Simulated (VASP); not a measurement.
# MgO (R-3m) in VASP: notebook, part 3 of 3

VASP 6.6.1.

## (6) Single point, r2SCAN (epitaxial 111 strain +3.0%)

POSCAR

```
MgO
1.0
   -0.0559818621      2.1092505758      2.1092505758
    2.1092505758     -0.0559818621      2.1092505758
    2.1092505758      2.1092505758     -0.0559818621
Mg O
1 1
Direct
    0.0000000000      0.0000000000      0.0000000000
    0.5000000000      0.5000000000      0.5000000000
```

INCAR.step1

```
PREC     = Accurate       # precision mode
ENCUT    = 520            # plane-wave cutoff, eV
ISMEAR   = 0              # smearing method
SIGMA    = 0.01           # smearing width, eV
LREAL    = False          # projectors in reciprocal space
LASPH    = True           # aspherical terms in the spheres
NELM     = 80             # most SCF steps
NBANDS   = 11             # bands
GGA      = PE             # functional
ALGO     = Normal         # electronic algorithm
EDIFF    = 1E-4           # SCF threshold, eV
LWAVE    = True           # write WAVECAR
LCHARG   = False          # write CHGCAR
```

INCAR.step2

```
PREC     = Accurate       # precision mode
ENCUT    = 520            # plane-wave cutoff, eV
EDIFF    = 1E-6           # SCF threshold, eV
ISMEAR   = 0              # smearing method
SIGMA    = 0.01           # smearing width, eV
LREAL    = False          # projectors in reciprocal space
LASPH    = True           # aspherical terms in the spheres
NELM     = 80             # most SCF steps
ALGO     = Normal         # electronic algorithm
ISIF     = 2              # what is computed and relaxed
LWAVE    = False          # write WAVECAR
LCHARG   = True           # write CHGCAR
METAGGA  = R2SCAN         # meta-GGA
LMIXTAU  = True         
LELF     = True           # ELF
LVHAR    = True         
NBANDS   = 11             # bands
ISTART   = 1
```

KPOINTS

```
regular mesh
0
Gamma
  10 10 10
```

Potentials or basis: VASP PAW PBE potentials, release 64 (Mg, O).

Started as:

```sh
$ cat potpaw_PBE.64/Mg/POTCAR potpaw_PBE.64/O/POTCAR > POTCAR
$ cp INCAR.step1 INCAR
$ mpirun -np 1 vasp_std > vasp.out
$ cp INCAR.step2 INCAR
$ mpirun -np 1 vasp_std > vasp.out
```

OUTCAR:

```text
PREC = Accurate
   ENCUT = 520
   EDIFF = 1E-6
   ISMEAR = 0
   LREAL = False
   LASPH = True
   NELM = 80
   ISIF = 2
   METAGGA = R2SCAN
   ISTART = 1

 ion  position               nearest neighbor table
   1  0.000  0.000  0.000-   2 2.14   2 2.14   2 2.14   2 2.14   2 2.14   2 2.14
   2  0.500  0.500  0.500-   1 2.14   1 2.14   1 2.14   1 2.14   1 2.14   1 2.14

  LATTYP: Found a trigonal (rhomboedric) cell.
 ALAT       =     2.9834560416
 COS(alpha) =     0.4732921842

  Lattice vectors:

 A1 = (  -0.0559818621,   2.1092505758,   2.1092505758)
 A2 = (   2.1092505758,  -0.0559818621,   2.1092505758)
 A3 = (   2.1092505758,   2.1092505758,  -0.0559818621)

Analysis of symmetry for initial positions (statically):
=====================================================================
 Subroutine PRICEL returns:
 Original cell was already a primitive cell.

 Routine SETGRP: Setting up the symmetry group for a
 trigonal (rhombohedral) supercell.

 Subroutine GETGRP returns: Found 12 space group operations
 (whereof 12 operations were pure point group operations)
 out of a pool of 12 trial point group operations.

The static configuration has the point symmetry D_3d.

Analysis of symmetry for dynamics (positions and initial velocities):
=====================================================================
 Subroutine PRICEL returns:
 Original cell was already a primitive cell.

 Routine SETGRP: Setting up the symmetry group for a
 trigonal (rhombohedral) supercell.

 Subroutine GETGRP returns: Found 12 space group operations
 (whereof 12 operations were pure point group operations)
 out of a pool of 12 trial point group operations.

The dynamic configuration has the point symmetry D_3d.

 Subroutine INISYM returns: Found 12 space group operations
 (whereof 12 operations are pure point group operations),
 and found     1 'primitive' translations

----------------------------------------------------------------------------------------

                                     Primitive cell

  volume of cell :      19.5149

  direct lattice vectors                    reciprocal lattice vectors
    -0.055981862  2.109250576  2.109250576    -0.227816411  0.234027769  0.234027769
     2.109250576 -0.055981862  2.109250576     0.234027769 -0.227816411  0.234027769
     2.109250576  2.109250576 -0.055981862     0.234027769  0.234027769 -0.227816411

  length of vectors
     2.983456042  2.983456042  2.983456042     0.401793866  0.401793866  0.401793866

  position of ions in fractional coordinates (direct lattice)
     0.000000000  0.000000000  0.000000000
     0.500000000  0.500000000  0.500000000

  ion indices of the primitive-cell ions
   primitive index   ion index
                 1           1
                 2           2

----------------------------------------------------------------------------------------

 KPOINTS: regular mesh

Automatic generation of k-mesh.
 Grid dimensions read from file:
 generate k-points for:   10   10   10

 Generating k-lattice:

  Cartesian coordinates                     Fractional coordinates (reciprocal lattice)
    -0.022781641  0.023402777  0.023402777     0.100000000  0.000000000  0.000000000
     0.023402777 -0.022781641  0.023402777     0.000000000  0.100000000  0.000000000
     0.023402777  0.023402777 -0.022781641     0.000000000  0.000000000  0.100000000

  Length of vectors
     0.040179387  0.040179387  0.040179387

  Shift w.r.t. Gamma in fractional coordinates (k-lattice)
     0.000000000  0.000000000  0.000000000

 Subroutine IBZKPT returns following result:
 ===========================================

 Found    116 irreducible k-points:

 Following reciprocal coordinates:
            Coordinates               Weight
  0.000000  0.000000  0.000000      1.000000
  0.100000  0.000000 -0.000000      6.000000
  0.200000  0.000000 -0.000000      6.000000
  0.300000 -0.000000 -0.000000      6.000000
  0.400000 -0.000000 -0.000000      6.000000
  0.500000 -0.000000 -0.000000      3.000000
[... 16 lines left out ...]
  0.300000  0.300000 -0.000000      6.000000
  0.400000  0.300000 -0.000000     12.000000
 [... further k-points ...]
   k-points           NKPTS =    116   k-points in BZ     NKDIM =    116   number of bands    NBANDS=     11
   number of dos      NEDOS =    301   number of ions     NIONS =      2
   total plane-waves  NPLWV =  13824
   dimension x,y,z NGX =    24 NGY =   24 NGZ =   24
   dimension x,y,z NGXF=    48 NGYF=   48 NGZF=   48
   ions per type =               1   1
   NGX,Y,Z   is equivalent  to a cutoff of  13.37, 13.37, 13.37 a.u.
   NGXF,Y,Z  is equivalent  to a cutoff of  26.75, 26.75, 26.75 a.u.
 SYSTEM =  unknown system
   PREC   = accura    normal or accurate (medium, high low for compatibility)
   ISTART =      1    job   : 0-new  1-cont  2-samecut
   ICHARG =      0    charge: 1-file 2-atom 10-const
   ISPIN  =      1    spin polarized calculation?
   LNONCOLLINEAR =      F non collinear calculations
   LSORBIT =      F    spin-orbit coupling
   LASPH  =      T    aspherical Exc in radial PAW
   ENCUT  =  520.0 eV  38.22 Ry    6.18 a.u.   5.55  5.55  5.55*2*pi/ulx,y,z
   NELM   =     80;   NELMIN=  2; NELMDL=  0     # of ELM steps
   EDIFF  = 0.1E-05   stopping-criterion for ELM
   LREAL  =      F    real-space projection
   EDIFFG = 0.1E-04   stopping-criterion for IOM
   NSW    =      0    number of steps for IOM
   IBRION =     -1    ionic relax: 0-MD 1-quasi-New 2-CG
   NFREE  =      0    steps in history (QN), initial steepest desc. (CG)
   ISIF   =      2    stress and relaxation
   ISYM   =      2    0-nonsym 1-usesym 2-fastsym
   POTIM  = 0.5000    time-step for ionic-motion
   TEBEG  =    0.0;   TEEND  =   0.0 temperature during run
   PSTRESS=    0.0 pullay stress
   NELECT =       8.0000    total number of electrons
   NUPDOWN=      -1.0000    fix difference up-down
   EMIN   =  10.00;   EMAX   =-10.00  energy-range for DOS
   EFERMI =   0.00;   METHOD = LEGACY
   ISMEAR =     0;   SIGMA  =   0.01  broadening in eV -4-tet -1-fermi 0-gaus
   EFERMI_NEDOS =   21; number of points for ismear=-14 and -15
   IALGO  =     38    algorithm
   IMIX   =      4    mixing-type and parameters
     AMIX     =   0.40;   BMIX     =  1.00
     AMIX_MAG =   1.60;   BMIX_MAG =  1.00
  volume/ion in A,a.u.               =       9.76        65.85
  Fermi-wavevector in a.u.,A,eV,Ry     =   1.216139  2.298169 20.122921  1.478993
  Thomas-Fermi vector in A             =   2.351502
   LORBIT       =      0    0 simple, 1 ext, 2 COOP (PROOUT), +10 PAW based schemes
   METAGGA = R2SCAN    functional components
   LHFCALC =     F    Hartree Fock is set to
   AEXX    =    0.0000 exact exchange contribution
   IVDW    =     0    specifies the selected vdW correction
   LEPSILON=     F    determine dielectric tensor
   LRPA    =     F    only Hartree local field effects (RPA)
 non-spin polarized calculation
 Gauss-broadening in eV      SIGMA  =   0.01
  energy-cutoff  :      520.00
  volume of cell :       19.51
 maximum number of plane-waves:       540
 NGX is ok and might be reduce to    24
   NGX = 11   NGY = 11   NGZ = 11

 number of electron       8.0000000 magnetization

 Free energy of the ion-electron system (eV)
  ---------------------------------------------------
  ext. energy  EPLUGINS =         0.00000000
  ---------------------------------------------------
  free energy    TOTEN  =       -16.11506393 eV

  energy without entropy =      -16.11506393  energy(sigma->0) =      -16.11506393

 E-fermi :   2.8325     XC(G=0): -11.3732

 val. band max:        2.6553738903   @ k =   0.0000   0.0000   0.0000
 cond. band min:       7.6200749732   @ k =   0.0000   0.0000   0.0000
 fundamental gap:      4.9647010829
 Fermi energy:         2.8324785702

 k-point     1 :       0.0000    0.0000    0.0000
  band No.  band energies     occupation
      1     -15.5142      2.00000
      2       2.3798      2.00000
      3       2.3798      2.00000
      4       2.6554      2.00000
      5       7.6201      0.00000
      6      18.6626      0.00000
      7      18.6626      0.00000
      8      19.8604      0.00000
      9      23.0209      0.00000
     10      24.8085      0.00000
     11      24.8085      0.00000
[... 309 lines left out ...]
 k-point    24 :       0.4000    0.3000   -0.0000
  band No.  band energies     occupation
      1     -14.4042      2.00000
      2      -0.9752      2.00000
      3       1.0953      2.00000
      4       1.5634      2.00000
      5      12.6427      0.00000
      6      13.3767      0.00000
      7      16.7673      0.00000
      8      21.2675      0.00000
      9      21.6646      0.00000
     10      28.2331      0.00000
     11      29.9282      0.00000

 [... further k-points ...]
[... 5 lines left out ...]
  --------------------------------------------------------------------------------------
  -------------------------------------------------------------------------------------
  Total       -1.0347547     -1.0347547     -1.0347547      0.4524526      0.4524526      0.4524526
  in kB      -84.9537738    -84.9537738    -84.9537738     37.1465361     37.1465361     37.1465361
  external PRESSURE =     -84.9537738 kB  Pullay stress =       0.0000000 kB

 VOLUME and BASIS-vectors are now :
 -----------------------------------------------------------------------------
  energy-cutoff  :      520.00
  volume of cell :       19.51
      direct lattice vectors                 reciprocal lattice vectors
    -0.055981862  2.109250576  2.109250576    -0.227816411  0.234027769  0.234027769
     2.109250576 -0.055981862  2.109250576     0.234027769 -0.227816411  0.234027769
     2.109250576  2.109250576 -0.055981862     0.234027769  0.234027769 -0.227816411

 POSITION                                       TOTAL-FORCE (eV/Angst)
 -----------------------------------------------------------------------------------
      0.00000      0.00000      0.00000         0.000000      0.000000      0.000000
      2.08126      2.08126      2.08126        -0.000000     -0.000000     -0.000000
 -----------------------------------------------------------------------------------
    total drift:                               -0.000000     -0.000000      0.000000

  FREE ENERGIE OF THE ION-ELECTRON SYSTEM (eV)
  ---------------------------------------------------
  free  energy   TOTEN  =       -16.1150639286 eV

  energy  without entropy=      -16.1150639286  energy(sigma->0) =      -16.11506393
```

It took 29 s on 1 thread of Intel Xeon 6975P-C (Granite Rapids), shared host; peak memory 0.16 GiB.

What came out:

* Free energy: -16.1151 eV
* Pressure: -8.5 GPa
* Band gap on the k mesh: 4.96 eV, direct

Caveat: the cell differs from its parent crystal (epitaxial 111 strain +3.0%); the PAW data sets were made with another functional, which shifts forces and pressure a little.

## (7) The runs side by side

```csv
cell,gap on the mesh (eV),pressure (GPa)
"a = 2.967 Å, angles 58.8°, 2 atoms",5.92,4.9
"a = 2.970 Å, angles 59.4°, 2 atoms",5.79,1.7
"a = 2.976 Å, angles 60.6°, 2 atoms",5.42,-3.8
"a = 2.980 Å, angles 61.2°, 2 atoms",5.19,-6.3
"a = 2.983 Å, angles 61.8°, 2 atoms",4.96,-8.5
```

Alike in all rows: task single point; level r2SCAN; potentials or basis VASP PAW PBE potentials, release 64 (Mg, O); no spin polarisation; k mesh 10 × 10 × 10; cutoff (eV) 520; smearing gaussian 0.01 eV.

Caveats: the PAW data sets were made with another functional, which shifts forces and pressure a little.

Total energies depend on the potentials used, so only differences within one code and one set of settings carry meaning.
